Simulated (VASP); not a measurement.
# Tl3Mo (Pm-3m) in VASP: notebook

The runs below take Tl3Mo through single point, with PBE.

Everything below comes from runs of VASP 6.6.1. Logs are shortened: lines on timing, memory, paths and dates and some standing lists are left out, and cuts for length are marked.

## (1) The cell of the first run

Symmetry: Pm-3m, No. 221, cubic system. The conventional cell has a = 4.501 Å, b = 4.501 Å, c = 4.501 Å, α = 90.00°, β = 90.00°, γ = 90.00°. Mo (site symmetry m-3m) has 12 Tl at 3.18 Å within 4.2 Å. Within 4.2 Å of Tl (site symmetry 4/mmm) lie 4 Mo at 3.18 Å and 8 Tl at 3.18 Å.

## (2) Single point, PBE

INCAR reads:

```
PREC = Accurate
ENCUT = 520
EDIFF = 1E-7
ISMEAR = 1
SIGMA = 0.1
LREAL = False
LASPH = True
NELM = 80
ALGO = Normal
ISIF = 2
LWAVE = False
LCHARG = False
GGA = PE
NBANDS = 34
```

KPOINTS reads:

```
Automatic mesh
0
Gamma
  5 5 5
```

POSCAR reads:

```
Tl3Mo
1.0
    4.5014621987      0.0000000000      0.0000000000
    0.0000000000      4.5014621987      0.0000000000
    0.0000000000      0.0000000000      4.5014621987
Mo Tl
1 3
Direct
    0.0000000000      0.0000000000      0.0000000000
    0.0000000000      0.5000000000      0.5000000000
    0.5000000000      0.0000000000      0.5000000000
    0.5000000000      0.5000000000      0.0000000000
```

Potentials or basis: VASP PAW PBE potentials, release 64 (Mo_sv, Tl_d).

Started as:

```sh
$ cat potpaw_PBE.64/Mo_sv/POTCAR potpaw_PBE.64/Tl_d/POTCAR > POTCAR
$ mpirun -np 1 vasp_std > vasp.out
```

OUTCAR:

```text
PREC = Accurate
   ENCUT = 520
   EDIFF = 1E-7
   ISMEAR = 1
   LREAL = False
   LASPH = True
   NELM = 80
   ISIF = 2
   GGA = PE

 ion  position               nearest neighbor table
   1  0.000  0.000  0.000-   2 3.18   3 3.18   4 3.18   2 3.18   3 3.18   2 3.18   4 3.18   2 3.18
                             3 3.18   4 3.18   3 3.18   4 3.18
   2  0.000  0.500  0.500-   1 3.18   3 3.18   4 3.18   1 3.18   4 3.18   1 3.18   3 3.18   1 3.18
                             3 3.18   4 3.18   4 3.18   3 3.18
   3  0.500  0.000  0.500-   1 3.18   2 3.18   4 3.18   1 3.18   4 3.18   2 3.18   4 3.18   4 3.18
                             1 3.18   2 3.18   1 3.18   2 3.18
   4  0.500  0.500  0.000-   1 3.18   2 3.18   3 3.18   2 3.18   3 3.18   1 3.18   3 3.18   3 3.18
                             1 3.18   2 3.18   2 3.18   1 3.18

  LATTYP: Found a simple cubic cell.
 ALAT       =     4.5014621987

  Lattice vectors:

 A1 = (   4.5014621987,   0.0000000000,   0.0000000000)
 A2 = (   0.0000000000,   4.5014621987,   0.0000000000)
 A3 = (   0.0000000000,   0.0000000000,   4.5014621987)

Analysis of symmetry for initial positions (statically):
=====================================================================
 Subroutine PRICEL returns:
 Original cell was already a primitive cell.

 Routine SETGRP: Setting up the symmetry group for a
 simple cubic supercell.

 Subroutine GETGRP returns: Found 48 space group operations
 (whereof 48 operations were pure point group operations)
 out of a pool of 48 trial point group operations.

The static configuration has the point symmetry O_h .

Analysis of symmetry for dynamics (positions and initial velocities):
=====================================================================
 Subroutine PRICEL returns:
 Original cell was already a primitive cell.

 Routine SETGRP: Setting up the symmetry group for a
 simple cubic supercell.

 Subroutine GETGRP returns: Found 48 space group operations
 (whereof 48 operations were pure point group operations)
 out of a pool of 48 trial point group operations.

The dynamic configuration has the point symmetry O_h .

 Subroutine INISYM returns: Found 48 space group operations
 (whereof 48 operations are pure point group operations),
 and found     1 'primitive' translations

----------------------------------------------------------------------------------------

                                     Primitive cell

  volume of cell :      91.2139

  direct lattice vectors                    reciprocal lattice vectors
     4.501462199  0.000000000  0.000000000     0.222150038  0.000000000  0.000000000
     0.000000000  4.501462199  0.000000000     0.000000000  0.222150038  0.000000000
     0.000000000  0.000000000  4.501462199     0.000000000  0.000000000  0.222150038

  length of vectors
     4.501462199  4.501462199  4.501462199     0.222150038  0.222150038  0.222150038

  position of ions in fractional coordinates (direct lattice)
     0.000000000  0.000000000  0.000000000
     0.000000000  0.500000000  0.500000000
     0.500000000  0.000000000  0.500000000
     0.500000000  0.500000000  0.000000000

  ion indices of the primitive-cell ions
   primitive index   ion index
                 1           1
                 2           2
                 3           3
                 4           4

----------------------------------------------------------------------------------------

 KPOINTS: Automatic mesh

Automatic generation of k-mesh.
 Grid dimensions read from file:
 generate k-points for:    5    5    5

 Generating k-lattice:

  Cartesian coordinates                     Fractional coordinates (reciprocal lattice)
     0.044430008  0.000000000  0.000000000     0.200000000  0.000000000  0.000000000
     0.000000000  0.044430008  0.000000000     0.000000000  0.200000000  0.000000000
     0.000000000  0.000000000  0.044430008     0.000000000  0.000000000  0.200000000

  Length of vectors
     0.044430008  0.044430008  0.044430008

  Shift w.r.t. Gamma in fractional coordinates (k-lattice)
     0.000000000  0.000000000  0.000000000

 Subroutine IBZKPT returns following result:
 ===========================================

 Found     10 irreducible k-points:

 Following reciprocal coordinates:
            Coordinates               Weight
  0.000000  0.000000  0.000000      1.000000
  0.200000  0.000000  0.000000      6.000000
  0.400000  0.000000  0.000000      6.000000
  0.200000  0.200000  0.000000     12.000000
  0.400000  0.200000  0.000000     24.000000
  0.400000  0.400000  0.000000     12.000000
  0.200000  0.200000  0.200000      8.000000
  0.400000  0.200000  0.200000     24.000000
  0.400000  0.400000  0.200000     24.000000
  0.400000  0.400000  0.400000      8.000000
   k-points           NKPTS =     10   k-points in BZ     NKDIM =     10   number of bands    NBANDS=     34
   number of dos      NEDOS =    301   number of ions     NIONS =      4
   total plane-waves  NPLWV =  46656
   dimension x,y,z NGX =    36 NGY =   36 NGZ =   36
   dimension x,y,z NGXF=    72 NGYF=   72 NGZF=   72
   ions per type =               1   3
   NGX,Y,Z   is equivalent  to a cutoff of  13.30, 13.30, 13.30 a.u.
   NGXF,Y,Z  is equivalent  to a cutoff of  26.59, 26.59, 26.59 a.u.
 SYSTEM =  unknown system
   PREC   = accura    normal or accurate (medium, high low for compatibility)
   ISTART =      0    job   : 0-new  1-cont  2-samecut
   ICHARG =      2    charge: 1-file 2-atom 10-const
   ISPIN  =      1    spin polarized calculation?
   LNONCOLLINEAR =      F non collinear calculations
   LSORBIT =      F    spin-orbit coupling
   LASPH  =      T    aspherical Exc in radial PAW
   ENCUT  =  520.0 eV  38.22 Ry    6.18 a.u.   8.37  8.37  8.37*2*pi/ulx,y,z
   NELM   =     80;   NELMIN=  2; NELMDL= -5     # of ELM steps
   EDIFF  = 0.1E-06   stopping-criterion for ELM
   LREAL  =      F    real-space projection
   EDIFFG = 0.1E-05   stopping-criterion for IOM
   NSW    =      0    number of steps for IOM
   IBRION =     -1    ionic relax: 0-MD 1-quasi-New 2-CG
   NFREE  =      0    steps in history (QN), initial steepest desc. (CG)
   ISIF   =      2    stress and relaxation
   ISYM   =      2    0-nonsym 1-usesym 2-fastsym
   POTIM  = 0.5000    time-step for ionic-motion
   TEBEG  =    0.0;   TEEND  =   0.0 temperature during run
   PSTRESS=    0.0 pullay stress
   NELECT =      53.0000    total number of electrons
   NUPDOWN=      -1.0000    fix difference up-down
   EMIN   =  10.00;   EMAX   =-10.00  energy-range for DOS
   EFERMI =   0.00;   METHOD = LEGACY
   ISMEAR =     1;   SIGMA  =   0.10  broadening in eV -4-tet -1-fermi 0-gaus
   EFERMI_NEDOS =   21; number of points for ismear=-14 and -15
   IALGO  =     38    algorithm
   IMIX   =      4    mixing-type and parameters
     AMIX     =   0.40;   BMIX     =  1.00
     AMIX_MAG =   1.60;   BMIX_MAG =  1.00
  volume/ion in A,a.u.               =      22.80       153.89
  Fermi-wavevector in a.u.,A,eV,Ry     =   1.366092  2.581539 25.391281  1.866206
  Thomas-Fermi vector in A             =   2.492263
   LORBIT       =      0    0 simple, 1 ext, 2 COOP (PROOUT), +10 PAW based schemes
   GGA     = PE    functional components
   LHFCALC =     F    Hartree Fock is set to
   AEXX    =    0.0000 exact exchange contribution
   IVDW    =     0    specifies the selected vdW correction
   LEPSILON=     F    determine dielectric tensor
   LRPA    =     F    only Hartree local field effects (RPA)
 non-spin polarized calculation
 Methfessel and Paxton  Order N= 1 SIGMA  =   0.10
  energy-cutoff  :      520.00
  volume of cell :       91.21
 maximum number of plane-waves:      2517
 NGX is ok and might be reduce to    36
   NGX = 17   NGY = 17   NGZ = 17

 number of electron      53.0000016 magnetization

 Free energy of the ion-electron system (eV)
  ---------------------------------------------------
  ext. energy  EPLUGINS =         0.00000000
  ---------------------------------------------------
  free energy    TOTEN  =       -13.95109208 eV

  energy without entropy =      -13.95342966  energy(sigma->0) =      -13.95187127

 E-fermi :   8.8663     XC(G=0): -11.3661

 val. band max:        8.7778106048   @ k =   0.4000   0.2000   0.2000
 cond. band min:       8.8728363799   @ k =   0.4000   0.4000   0.2000
 fundamental gap:      0.0950257751
 Fermi energy:         8.8662730414

 k-point     1 :       0.0000    0.0000    0.0000
  band No.  band energies     occupation
      1     -52.0701      2.00000
      2     -26.1628      2.00000
      3     -26.1628      2.00000
      4     -26.1628      2.00000
      5      -3.7344      2.00000
      6      -3.5802      2.00000
[... 26 lines left out ...]
     33      13.5945      0.00000
     34      13.5945      0.00000

 k-point     2 :       0.2000    0.0000    0.0000
  band No.  band energies     occupation
      1     -52.0701      2.00000
      2     -26.1645      2.00000
      3     -26.1628      2.00000
      4     -26.1628      2.00000
      5      -3.6290      2.00000
      6      -3.5535      2.00000
[... 26 lines left out ...]
     33      13.4512      0.00000
     34      14.0445      0.00000

 k-point     3 :       0.4000    0.0000    0.0000
  band No.  band energies     occupation
      1     -52.0700      2.00000
      2     -26.1674      2.00000
      3     -26.1629      2.00000
      4     -26.1629      2.00000
      5      -3.5057      2.00000
      6      -3.4056      2.00000
[... 26 lines left out ...]
     33      12.4249      0.00000
     34      14.4222      0.00000
[... 186 lines left out ...]
 k-point     9 :       0.4000    0.4000    0.2000
  band No.  band energies     occupation
      1     -52.0699      2.00000
      2     -26.1665      2.00000
      3     -26.1663      2.00000
      4     -26.1642      2.00000
      5      -3.4095      2.00000
      6      -3.2634      2.00000
[... 26 lines left out ...]
     33      14.2755      0.00000
     34      15.9536      0.00000

 k-point    10 :       0.4000    0.4000    0.4000
  band No.  band energies     occupation
      1     -52.0699      2.00000
      2     -26.1662      2.00000
      3     -26.1659      2.00000
      4     -26.1659      2.00000
      5      -3.4726      2.00000
      6      -3.3829      2.00000
[... 26 lines left out ...]
     33      17.3607      0.00000
     34      17.3607      0.00000

------------------------ aborting loop because EDIFF is reached ----------------------------------------

  FORCE on cell =-STRESS in cart. coord.  units (eV):
  Direction    XX          YY          ZZ          XY          YZ          ZX
  --------------------------------------------------------------------------------------
  -------------------------------------------------------------------------------------
  Total        0.8225380      0.8225380      0.8225380     -0.0000000     -0.0000000      0.0000000
  in kB       14.4479336     14.4479336     14.4479336     -0.0000000     -0.0000000      0.0000000
  external PRESSURE =      14.4479336 kB  Pullay stress =       0.0000000 kB

 VOLUME and BASIS-vectors are now :
 -----------------------------------------------------------------------------
  energy-cutoff  :      520.00
  volume of cell :       91.21
      direct lattice vectors                 reciprocal lattice vectors
     4.501462199  0.000000000  0.000000000     0.222150038  0.000000000  0.000000000
     0.000000000  4.501462199  0.000000000     0.000000000  0.222150038  0.000000000
     0.000000000  0.000000000  4.501462199     0.000000000  0.000000000  0.222150038

 POSITION                                       TOTAL-FORCE (eV/Angst)
 -----------------------------------------------------------------------------------
      0.00000      0.00000      0.00000         0.000000      0.000000      0.000000
      0.00000      2.25073      2.25073         0.000000      0.000000      0.000000
      2.25073      0.00000      2.25073         0.000000      0.000000      0.000000
      2.25073      2.25073      0.00000         0.000000      0.000000      0.000000
 -----------------------------------------------------------------------------------
    total drift:                                0.000000      0.000000      0.000000

  FREE ENERGIE OF THE ION-ELECTRON SYSTEM (eV)
  ---------------------------------------------------
  free  energy   TOTEN  =       -13.9510920755 eV

  energy  without entropy=      -13.9534296559  energy(sigma->0) =      -13.95187127
```

Wall time 13 s (1 thread of Intel Xeon 6975P-C (Granite Rapids), shared host); peak memory 0.2 GiB.

What came out:

| Item | Value |
| --- | --- |
| Free energy | -13.9511 eV |
| Pressure | 1.4 GPa |

Caveat: spin-orbit coupling is left out, which moves the levels of the heavy elements.

(Part 1 of 2 ends here.)
